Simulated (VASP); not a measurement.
# TlAgS2 (P4/mmm) in VASP: a series of runs

Runs on TlAgS2. Level: PBE. Tasks: single point.

Program: VASP 6.6.1. These are calculated values, not measurements. Logs are shortened: lines on timing, memory, paths and dates and some standing lists are left out, and cuts for length are marked.

## (1) The cell of the first run

It takes space group P4/mmm (No. 123, tetragonal). The conventional cell has a = 5.247 Å, b = 5.247 Å, c = 3.003 Å, α = 90.00°, β = 90.00°, γ = 90.00°. Tl (site symmetry 4/mmm) has 2 Tl at 3.00 Å and 8 S at 3.02 Å and 8 Ag at 4.00 Å within 4.1 Å. Ag (site symmetry 4/mmm) has 4 S at 2.62 Å and 2 Ag at 3.00 Å within 3.5 Å. S (site symmetry mmm) has 2 Ag at 2.62 Å and 2 S at 3.00 Å and 4 Tl at 3.02 Å within 3.5 Å.

## (2) Single point, PBE

Contents of INCAR:

```
PREC = Accurate ; ENCUT = 520
EDIFF = 1E-6 ; ISMEAR = 0
SIGMA = 0.1 ; LREAL = False
LASPH = True ; NELM = 80
ALGO = Normal ; ISIF = 2
LWAVE = False ; LCHARG = True
GGA = PE ; LELF = True
LVHAR = True ; NBANDS = 26
```

Contents of KPOINTS:

```
Automatic mesh
0
Gamma
  4 4 6
```

Contents of POSCAR:

```
TlAgS2
1.0
    5.2470000000      0.0000000000      0.0000000000
    0.0000000000      5.2470000000      0.0000000000
    0.0000000000      0.0000000000      3.0032467400
Tl Ag S
1 1 2
Direct
    0.5000000000      0.5000000000      0.5000000000
    0.0000000000      0.0000000000      0.0000000000
    0.5000000000      0.0000000000      0.0000000000
    0.0000000000      0.5000000000      0.0000000000
```

Potentials or basis: VASP PAW PBE potentials, release 64 (Tl_d, Ag, S).

Run with:

```
cat potpaw_PBE.64/Tl_d/POTCAR potpaw_PBE.64/Ag/POTCAR potpaw_PBE.64/S/POTCAR > POTCAR
mpirun -np 1 vasp_std > vasp.out
```

OUTCAR:

```text
PREC = Accurate
   ENCUT = 520
   EDIFF = 1E-6
   ISMEAR = 0
   LREAL = False
   LASPH = True
   NELM = 80
   ISIF = 2
   GGA = PE

 ion  position               nearest neighbor table
   1  0.500  0.500  0.500-   3 3.02   4 3.02   3 3.02   4 3.02   3 3.02   3 3.02   4 3.02   4 3.02

   2  0.000  0.000  0.000-   3 2.62   4 2.62   4 2.62   3 2.62
   3  0.500  0.000  0.000-   2 2.62   2 2.62   1 3.02   1 3.02   1 3.02   1 3.02
   4  0.000  0.500  0.000-   2 2.62   2 2.62   1 3.02   1 3.02   1 3.02   1 3.02

  LATTYP: Found a simple tetragonal cell.
 ALAT       =     5.2470000000
 C/A-ratio  =     0.5723740690

  Lattice vectors:

 A1 = (   5.2470000000,   0.0000000000,   0.0000000000)
 A2 = (   0.0000000000,   5.2470000000,   0.0000000000)
 A3 = (   0.0000000000,   0.0000000000,   3.0032467400)

Analysis of symmetry for initial positions (statically):
=====================================================================
 Subroutine PRICEL returns:
 Original cell was already a primitive cell.

 Routine SETGRP: Setting up the symmetry group for a
 simple tetragonal supercell.

 Subroutine GETGRP returns: Found 16 space group operations
 (whereof 16 operations were pure point group operations)
 out of a pool of 16 trial point group operations.

The static configuration has the point symmetry D_4h.

Analysis of symmetry for dynamics (positions and initial velocities):
=====================================================================
 Subroutine PRICEL returns:
 Original cell was already a primitive cell.

 Routine SETGRP: Setting up the symmetry group for a
 simple tetragonal supercell.

 Subroutine GETGRP returns: Found 16 space group operations
 (whereof 16 operations were pure point group operations)
 out of a pool of 16 trial point group operations.

The dynamic configuration has the point symmetry D_4h.

 Subroutine INISYM returns: Found 16 space group operations
 (whereof 16 operations are pure point group operations),
 and found     1 'primitive' translations

----------------------------------------------------------------------------------------

                                     Primitive cell

  volume of cell :      82.6824

[... 86 lines left out ...]
   LNONCOLLINEAR =      F non collinear calculations
   LSORBIT =      F    spin-orbit coupling
   LASPH  =      T    aspherical Exc in radial PAW
   ENCUT  =  520.0 eV  38.22 Ry    6.18 a.u.   9.76  9.76  5.58*2*pi/ulx,y,z
   NELM   =     80;   NELMIN=  2; NELMDL= -5     # of ELM steps
   EDIFF  = 0.1E-05   stopping-criterion for ELM
   LREAL  =      F    real-space projection
   EDIFFG = 0.1E-04   stopping-criterion for IOM
   NSW    =      0    number of steps for IOM
   IBRION =     -1    ionic relax: 0-MD 1-quasi-New 2-CG
   NFREE  =      0    steps in history (QN), initial steepest desc. (CG)
   ISIF   =      2    stress and relaxation
   ISYM   =      2    0-nonsym 1-usesym 2-fastsym
   POTIM  = 0.5000    time-step for ionic-motion
   TEBEG  =    0.0;   TEEND  =   0.0 temperature during run
   PSTRESS=    0.0 pullay stress
   NELECT =      36.0000    total number of electrons
   NUPDOWN=      -1.0000    fix difference up-down
   EMIN   =  10.00;   EMAX   =-10.00  energy-range for DOS
   EFERMI =   0.00;   METHOD = LEGACY
   ISMEAR =     0;   SIGMA  =   0.10  broadening in eV -4-tet -1-fermi 0-gaus
   EFERMI_NEDOS =   21; number of points for ismear=-14 and -15
   IALGO  =     38    algorithm
   IMIX   =      4    mixing-type and parameters
     AMIX     =   0.40;   BMIX     =  1.00
     AMIX_MAG =   1.60;   BMIX_MAG =  1.00
  volume/ion in A,a.u.               =      20.67       139.49
  Fermi-wavevector in a.u.,A,eV,Ry     =   1.240808  2.344787 20.947594  1.539605
  Thomas-Fermi vector in A             =   2.375233
   LORBIT       =      0    0 simple, 1 ext, 2 COOP (PROOUT), +10 PAW based schemes
   GGA     = PE    functional components
   LHFCALC =     F    Hartree Fock is set to
   AEXX    =    0.0000 exact exchange contribution
   IVDW    =     0    specifies the selected vdW correction
   LEPSILON=     F    determine dielectric tensor
   LRPA    =     F    only Hartree local field effects (RPA)
 non-spin polarized calculation
 Gauss-broadening in eV      SIGMA  =   0.10
  energy-cutoff  :      520.00
  volume of cell :       82.68
 maximum number of plane-waves:      2256
 NGX is ok and might be reduce to    40
   NGX = 19   NGY = 19   NGZ = 11

 number of electron      36.0000009 magnetization

 Free energy of the ion-electron system (eV)
  ---------------------------------------------------
  ext. energy  EPLUGINS =         0.00000000
  ---------------------------------------------------
  free energy    TOTEN  =       -12.39250934 eV

  energy without entropy =      -12.37603102  energy(sigma->0) =      -12.38427018

 E-fermi :   5.8835     XC(G=0): -10.5781

 val. band max:        5.8804820927   @ k =   0.2500   0.2500   0.3333
 cond. band min:       5.9595143628   @ k =   0.0000   0.0000   0.5000
 fundamental gap:      0.0790322702
 Fermi energy:         5.8834508317

 k-point     1 :       0.0000    0.0000    0.0000
  band No.  band energies     occupation
      1      -7.5690      2.00000
      2      -6.8294      2.00000
      3      -5.5988      2.00000
      4      -4.6946      2.00000
      5      -4.4719      2.00000
      6      -4.4719      2.00000
[... 685 lines left out ...]
     25      13.4314      0.00000
     26      15.2791      0.00000

------------------------ aborting loop because EDIFF is reached ----------------------------------------

  FORCE on cell =-STRESS in cart. coord.  units (eV):
  Direction    XX          YY          ZZ          XY          YZ          ZX
  --------------------------------------------------------------------------------------
  -------------------------------------------------------------------------------------
  Total       -0.4062152     -0.4062152      4.5736809      0.0000000     -0.0000000      0.0000000
  in kB       -7.8714291     -7.8714291     88.6264384      0.0000000     -0.0000000      0.0000000
  external PRESSURE =      24.2945267 kB  Pullay stress =       0.0000000 kB

 VOLUME and BASIS-vectors are now :
 -----------------------------------------------------------------------------
  energy-cutoff  :      520.00
  volume of cell :       82.68
      direct lattice vectors                 reciprocal lattice vectors
     5.247000000  0.000000000  0.000000000     0.190585096  0.000000000  0.000000000
     0.000000000  5.247000000  0.000000000     0.000000000  0.190585096  0.000000000
     0.000000000  0.000000000  3.003246740     0.000000000  0.000000000  0.332972974

 POSITION                                       TOTAL-FORCE (eV/Angst)
 -----------------------------------------------------------------------------------
      2.62350      2.62350      1.50162         0.000000      0.000000      0.000000
      0.00000      0.00000      0.00000         0.000000      0.000000      0.000000
      2.62350      0.00000      0.00000         0.000000      0.000000      0.000000
      0.00000      2.62350      0.00000         0.000000      0.000000      0.000000
 -----------------------------------------------------------------------------------
    total drift:                               -0.000000      0.000000     -0.000000

  FREE ENERGIE OF THE ION-ELECTRON SYSTEM (eV)
  ---------------------------------------------------
  free  energy   TOTEN  =       -12.3925093420 eV

  energy  without entropy=      -12.3760310240  energy(sigma->0) =      -12.38427018
```

OSZICAR:

```text
N       E                     dE             d eps       ncg     rms          rms(c)
DAV:   1     0.206361487864E+03    0.20636E+03   -0.17716E+04  1256   0.127E+03
DAV:   2    -0.420424746595E+01   -0.21057E+03   -0.20305E+03  1474   0.285E+02
DAV:   3    -0.133324390942E+02   -0.91282E+01   -0.89599E+01  1444   0.544E+01
DAV:   4    -0.134287817864E+02   -0.96343E-01   -0.96253E-01  1470   0.622E+00
DAV:   5    -0.134301766315E+02   -0.13948E-02   -0.13948E-02  1484   0.754E-01    0.111E+01
DAV:   6    -0.126618357173E+02    0.76834E+00   -0.82898E+00  1330   0.233E+01    0.107E+01
DAV:   7    -0.124130592954E+02    0.24878E+00   -0.11277E+00  1320   0.904E+00    0.551E+00
DAV:   8    -0.123978361058E+02    0.15223E-01   -0.20600E-01  1416   0.386E+00    0.163E+00
DAV:   9    -0.123928285102E+02    0.50076E-02   -0.33012E-02  1352   0.164E+00    0.299E-01
DAV:  10    -0.123924552586E+02    0.37325E-03   -0.28814E-03  1408   0.430E-01    0.139E-01
DAV:  11    -0.123925076184E+02   -0.52360E-04   -0.36298E-04  1450   0.137E-01    0.367E-02
DAV:  12    -0.123925070992E+02    0.51925E-06   -0.50355E-05  1418   0.700E-02    0.149E-02
DAV:  13    -0.123925092773E+02   -0.21782E-05   -0.63605E-06  1334   0.211E-02    0.730E-03
DAV:  14    -0.123925093420E+02   -0.64705E-07   -0.85090E-07   730   0.732E-03
   1 F= -.12392509E+02 E0= -.12384270E+02  d E =-.164783E-01
```

stdout:

```text
POSCAR found type information on POSCAR TlAgS
 POSCAR found :  3 types and       4 ions
 scaLAPACK will be used
 LDA part: xc-table for (Slater+PW92), standard interpolation
 POSCAR, INCAR and KPOINTS ok, starting setup
 FFT: planning ... GRIDC
 FFT: planning ... GRID_SOFT
 FFT: planning ... GRID
 WAVECAR not read
 entering main loop
```

Run time: 31 s. Hardware: 1 thread of Intel Xeon 6975P-C (Granite Rapids), shared host; peak memory 0.22 GiB.

What came out:

```
Free energy            : -12.3925 eV
Pressure               : 2.4 GPa
Band gap on the k mesh : zero (bands 18 and 19 overlap by 2.62 eV)
```

Caveat: the stress differs along the axes, from -1 to 9 GPa; spin-orbit coupling is left out, which moves the levels of the heavy elements.

## (3) Single point, PBE, collinear spin

Contents of INCAR:

```
PREC     = Accurate       # precision mode
ENCUT    = 520            # plane-wave cutoff, eV
EDIFF    = 1E-7           # SCF threshold, eV
ISMEAR   = 0              # smearing method
SIGMA    = 0.1            # smearing width, eV
LREAL    = F              # projectors in reciprocal space
LASPH    = T              # aspherical terms in the spheres
NELM     = 150            # most SCF steps
ALGO     = Normal         # electronic algorithm
ISIF     = 2              # what is computed and relaxed
LWAVE    = F              # write WAVECAR
LCHARG   = F              # write CHGCAR
ISPIN    = 2              # spin polarisation
MAGMOM   = 0 1 0 0        # initial moments
LORBIT   = 11             # projections on sites
LMAXMIX  = 4              # l up to which the mixer works
GGA      = PE             # functional
NBANDS   = 30             # bands
```

Contents of KPOINTS:

```
regular mesh
0
Gamma
  4 4 6
```

POSCAR is that of step 2.

Potentials or basis: VASP PAW PBE potentials, release 64 (Tl_d, Ag, S).

Run with:

```
cat potpaw_PBE.64/Tl_d/POTCAR potpaw_PBE.64/Ag/POTCAR potpaw_PBE.64/S/POTCAR > POTCAR
mpirun -np 1 vasp_std > vasp.out
```

OUTCAR:

```text
PREC = Accurate
   ENCUT = 520
   EDIFF = 1E-7
   ISMEAR = 0
   LREAL = F
   LASPH = T
   NELM = 150
   ISIF = 2
   ISPIN = 2
   LORBIT = 11
   GGA = PE

 ion  position               nearest neighbor table
   1  0.500  0.500  0.500-   3 3.02   4 3.02   3 3.02   4 3.02   3 3.02   3 3.02   4 3.02   4 3.02

   2  0.000  0.000  0.000-   3 2.62   4 2.62   4 2.62   3 2.62
   3  0.500  0.000  0.000-   2 2.62   2 2.62   1 3.02   1 3.02   1 3.02   1 3.02
   4  0.000  0.500  0.000-   2 2.62   2 2.62   1 3.02   1 3.02   1 3.02   1 3.02

  LATTYP: Found a simple tetragonal cell.
[... 1813 lines left out ...]
      direct lattice vectors                 reciprocal lattice vectors
     5.247000000  0.000000000  0.000000000     0.190585096  0.000000000  0.000000000
     0.000000000  5.247000000  0.000000000     0.000000000  0.190585096  0.000000000
     0.000000000  0.000000000  3.003246740     0.000000000  0.000000000  0.332972974

 POSITION                                       TOTAL-FORCE (eV/Angst)
 -----------------------------------------------------------------------------------
      2.62350      2.62350      1.50162         0.000000      0.000000      0.000000
      0.00000      0.00000      0.00000         0.000000      0.000000      0.000000
      2.62350      0.00000      0.00000         0.000000      0.000000      0.000000
      0.00000      2.62350      0.00000         0.000000      0.000000      0.000000
 -----------------------------------------------------------------------------------
    total drift:                               -0.000000      0.000000     -0.000000

  FREE ENERGIE OF THE ION-ELECTRON SYSTEM (eV)
  ---------------------------------------------------
  free  energy   TOTEN  =       -12.3925093527 eV

  energy  without entropy=      -12.3760250436  energy(sigma->0) =      -12.38426720

 total charge

# of ion       s       p       d       tot
------------------------------------------
    1        1.156   0.328   9.696  11.180
    2        0.340   0.231   9.180   9.751
    3        1.382   2.220   0.000   3.603
    4        1.382   2.220   0.000   3.603
--------------------------------------------------
tot          4.261   5.000  18.876  28.137

 magnetization (x)

# of ion       s       p       d       tot
------------------------------------------
    1        0.000   0.000   0.000   0.000
    2       -0.000  -0.000   0.000   0.000
    3        0.000   0.000   0.000   0.000
    4        0.000   0.000   0.000   0.000
--------------------------------------------------
tot          0.000   0.000   0.000   0.000
```

stdout:

```text
POSCAR found type information on POSCAR TlAgS
 POSCAR found :  3 types and       4 ions
 scaLAPACK will be used
 LDA part: xc-table for (Slater+PW92), standard interpolation
 POSCAR, INCAR and KPOINTS ok, starting setup
 FFT: planning ... GRIDC
 FFT: planning ... GRID_SOFT
 FFT: planning ... GRID
 WAVECAR not read
 entering main loop
```

Run time: 72 s. Hardware: 1 thread of Intel Xeon 6975P-C (Granite Rapids), shared host; peak memory 0.28 GiB.

What came out:

| Item | Value |
| --- | --- |
| Free energy | -12.3925 eV |
| Pressure | 2.4 GPa |
| Band gap on the k mesh | zero (filled and empty bands overlap) |
| Net moment | 0.00 μB per cell |
| Valence electrons inside the program's atomic spheres | Tl 11.18; Ag 9.75; S 3.60 |

Stress tensor (GPa, compression positive):
```
-0.77  0.00  0.00
 0.00 -0.77  0.00
 0.00  0.00  8.87
```

Caveat: the stress differs along the axes, from -1 to 9 GPa; spin-orbit coupling is left out, which moves the levels of the heavy elements.

The gap in the log of VASP goes by the Fermi energy; the results here count the filled bands.